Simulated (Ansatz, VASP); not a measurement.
Na: VASP beside Ansatz

Contents of INCAR:

```
SYSTEM = Na
ALGO = Fast
EDIFF = 1E-6
ENCUT = 520
GGA = CA
ISIF = 2
ISMEAR = 0
LASPH = .True.
LCHARG = .True.
LELF = .True.
LREAL = .False.
LVHAR = .True.
LWAVE = .False.
NBANDS = 10
NELM = 60
PREC = Accurate
SIGMA = 0.15
```

File KPOINTS:

```
k-points
0
Gamma
  18 18 18
  0 0 0
```

File POSCAR:

```
Na
1.0
   -1.8947500000      1.8947500000      2.6437500000
    1.8947500000     -1.8947500000      2.6437500000
    1.8947500000      1.8947500000     -2.6437500000
Na
1
Direct
    0.0000000000      0.0000000000      0.0000000000
```

Input for Ansatz:

```yaml
crystal:
  lattice:
    - [-1.89475, 1.89475, 2.64375]
    - [1.89475, -1.89475, 2.64375]
    - [1.89475, 1.89475, -2.64375]
  atoms:
    - { symbol: Na, position: [0.0, 0.0, 0.0] }
basis:
  ecutwfc: 520.0
kpoints:
  mp_grid: { grid: [18, 18, 18] }
hamiltonian:
  xc: lda
  pseudopotentials: { kind: paw }
scf:
  occupations: { method: gaussian, width: 0.15 }
output:
  forces: true
  stress: true
  eigenvalues: true
```

Alike in both runs: task single point; functional LDA; k mesh 18 × 18 × 18; occupations gaussian, width 0.15 eV; no spin polarisation.

```csv
,VASP,Ansatz
version,VASP 6.6.1,Ansatz 0.2.0
potentials or method,"VASP PAW LDA potentials, release 64 (Na_pv), cutoff 520 eV","scalar-relativistic, plane waves, PAW"
valence electrons in the cell,7,9
```

```tsv
	VASP	Ansatz	Ansatz less VASP
gap on the k mesh at the Fermi level (eV)	none	none	-
pressure (GPa)	-1.0	-0.9	+0.12
```

LDA's correlation is that of Perdew and Zunger in VASP and of Perdew and Wang (1992) in Ansatz. A gap of «none» marks a metal or a gap that the smearing closes. VASP's potentials hold 7 valence electrons a cell and Ansatz's 9, so a difference there can come from the potentials and not from the codes.
